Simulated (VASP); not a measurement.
Write the native input for VASP 6.6.1 that does the following.

| Item | Value |
| --- | --- |
| Task | single point |
| Functional | PBE |
| Potentials or basis | VASP PAW PBE potentials, release 64 (Te, As, F) |
| Cutoff | 600 eV |
| k mesh | 6 × 6 × 4 |
| Occupations | gaussian, width 0.1 eV |
| Spin | no spin polarisation |
| Dipole correction | no |
| Further INCAR settings | ALGO = Normal; EDIFF = 1e-06; NBANDS = 22 |

The structure of TeAs3F lies in POSCAR:

```
TeAs3F
1.0
    5.8807871089     -0.0000000033      0.0000000000
   -2.9403935516      5.0929110322      0.0000000000
    0.0000000000      0.0000000000      4.7388680874
Te As F
1 3 1
Direct
    0.3333333333      0.6666666667      0.5000000000
    0.1867348997      0.8132651003      0.0000000000
    0.1867348997      0.3734697994      0.0000000000
    0.6265302006      0.8132651003      0.0000000000
    0.0000000000      0.0000000000      0.5000000000
```

The cell was generated, and may not be a known phase.

One way to write it, as run:

INCAR

```
  ALGO = Normal
  EDIFF = 1E-6
  ENCUT = 600
  GGA = PE
  GGA_COMPAT = False
  ISIF = 2
  ISMEAR = 0
  LASPH = True
  LCHARG = True
  LELF = True
  LREAL = False
  LVHAR = True
  LWAVE = False
  NBANDS = 22
  NELM = 120
  PREC = Accurate
  SIGMA = 0.1
```

KPOINTS

```
k-points
0
Gamma
  6 6 4
```

Potentials or basis: VASP PAW PBE potentials, release 64 (Te, As, F).

Launch:

```bash
$ cat potpaw_PBE.64/Te/POTCAR potpaw_PBE.64/As/POTCAR potpaw_PBE.64/F/POTCAR > POTCAR
$ mpirun -np 1 vasp_std > vasp.out
```

Results of the run:

```json
{"Pressure": "0.1 GPa", "Largest force": "0.060 eV/Å", "Band gap on the k mesh": "zero (bands 14 and 15 overlap by 1.00 eV)"}
```

Caveat: spin-orbit coupling is left out, which moves the levels of the heavy elements.

Wall time 2.9 min on 1 thread of Intel Xeon 8259CL, on a shared host, peak memory 0.32 GiB.
